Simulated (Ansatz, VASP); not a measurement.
## Two plane-wave programs on Pd

Contents of INCAR:

```
PREC = Accurate
ENCUT = 600
EDIFF = 1E-6
ISMEAR = -1
SIGMA = 0.15
LREAL = F
LASPH = T
NELM = 80
ALGO = Normal
ISIF = 3
LWAVE = F
LCHARG = F
GGA = CA
IBRION = 2
NSW = 80
EDIFFG = -0.001
```

The input KPOINTS:

```
Automatic mesh
0
Gamma
  16 16 16
```

File POSCAR:

```
Pd
1.0
    0.0000000000      1.9199738926      1.9199738926
    1.9199738926      0.0000000000      1.9199738926
    1.9199738926      1.9199738926      0.0000000000
Pd
1
Direct
    0.0000000000      0.0000000000      0.0000000000
```

Input for Ansatz:

```yaml
crystal:
  lattice:
    - [0.0, 1.9199738926, 1.9199738926]
    - [1.9199738926, 0.0, 1.9199738926]
    - [1.9199738926, 1.9199738926, 0.0]
  atoms:
    - { symbol: Pd, position: [0.0, 0.0, 0.0] }
basis:
  ecutwfc: 420
kpoints:
  mp_grid: { grid: [16, 16, 16] }
hamiltonian:
  xc: lda
  pseudopotentials: { kind: paw, azcp: { folder: soft_1 } }
scf:
  occupations: { method: fermi_dirac, width: 0.15 }
output:
  forces: true
  stress: true
  eigenvalues: true
relax:
  adjacent_minimum: "off"
  f_tol: 0.001
  max_steps: 60
  cell: { stress_tol: 0.01 }
```

Alike in both runs: task relaxation of cell and atoms; functional LDA; k mesh 16 × 16 × 16; occupations fermi-dirac, width 0.15 eV; no spin polarisation.

|  | VASP | Ansatz |
| --- | --- | --- |
| version | VASP 6.6.1 | Ansatz 0.2.0 |
| potentials or method | VASP PAW LDA potentials, release 64 (Pd), cutoff 600 eV | scalar-relativistic, plane waves, PAW |
| valence electrons in the cell | 10 | 18 |

|  | VASP | Ansatz | Ansatz less VASP |
| --- | --- | --- | --- |
| gap on the k mesh at the Fermi level, each at its own relaxed structure (eV) | none | none | - |
| relaxed volume (Å³/atom) | 14.22 | 14.20 | -0.017 |
| relaxed cell length with the largest relative difference (Å) | 2.719 | 2.718 | -0.0011 |

Ansatz warns that its potentials were made for another functional, while VASP's fit it. LDA's correlation is that of Perdew and Zunger in VASP and of Perdew and Wang (1992) in Ansatz. A gap of «none» marks a metal or a gap that the smearing closes. VASP's potentials hold 10 valence electrons a cell and Ansatz's 18, so a difference there can come from the potentials and not from the codes.
